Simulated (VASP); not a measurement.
Input of a VASP 6.6.1 run:

INCAR

```
ALGO = Normal ; EDIFF = 1E-7
EDIFFG = -0.04 ; ENCUT = 600
GGA = PE ; IBRION = 2
ISIF = 3 ; ISMEAR = 0
LASPH = True ; LCHARG = False
LREAL = False ; LWAVE = False
NELM = 60 ; NSW = 90
PREC = Accurate ; SIGMA = 0.1
```

KPOINTS

```
k-points
0
Gamma
  4 4 4
```

POSCAR

```
Si3N4
1.0
    4.1414355800      0.0000000000      0.0000000000
    0.0000000000      4.1414355800      0.0000000000
    0.0000000000      0.0000000000      4.1414355800
Si N
3 4
Direct
    0.0000000000      0.0000000000      0.5000000000
    0.0000000000      0.5000000000      0.0000000000
    0.5000000000      0.0000000000      0.0000000000
    0.2500000000      0.2500000000      0.2500000000
    0.2500000000      0.7500000000      0.7500000000
    0.7500000000      0.2500000000      0.7500000000
    0.7500000000      0.7500000000      0.2500000000
```

Potentials or basis: VASP PAW PBE potentials, release 64 (Si, N).

Command:

```bash
$ cat potpaw_PBE.64/Si/POTCAR potpaw_PBE.64/N/POTCAR > POTCAR
$ mpirun -np 1 vasp_std > vasp.out
```

**Question.** What does it give for the space group after relaxing (to 0.05 Å)?

**Answer.** P-43m (No. 215).

**Question.** Estimate the relaxed volume.

**Answer.** 10.06 Å³/atom.

**Question.** Predict the relaxed cell.

**Answer.** a = 4.129 Å, b = 4.129 Å, c = 4.129 Å, α = 90.00°, β = 90.00°, γ = 90.00°.

**Question.** Predict the band gap on the k mesh.

**Answer.** 2.72 eV, indirect (least direct gap 2.92 eV).

Final structure:
```
Si N
1.0
     4.12903    0.00000    0.00000
     0.00000    4.12903    0.00000
     0.00000    0.00000    4.12903
Si N
3 4
Direct
  0.00000 0.00000 0.50000
  0.00000 0.50000 0.00000
  0.50000 0.00000 0.00000
  0.23950 0.23950 0.23950
  0.23950 0.76050 0.76050
  0.76050 0.23950 0.76050
  0.76050 0.76050 0.23950
```

A k mesh can miss the band edges.
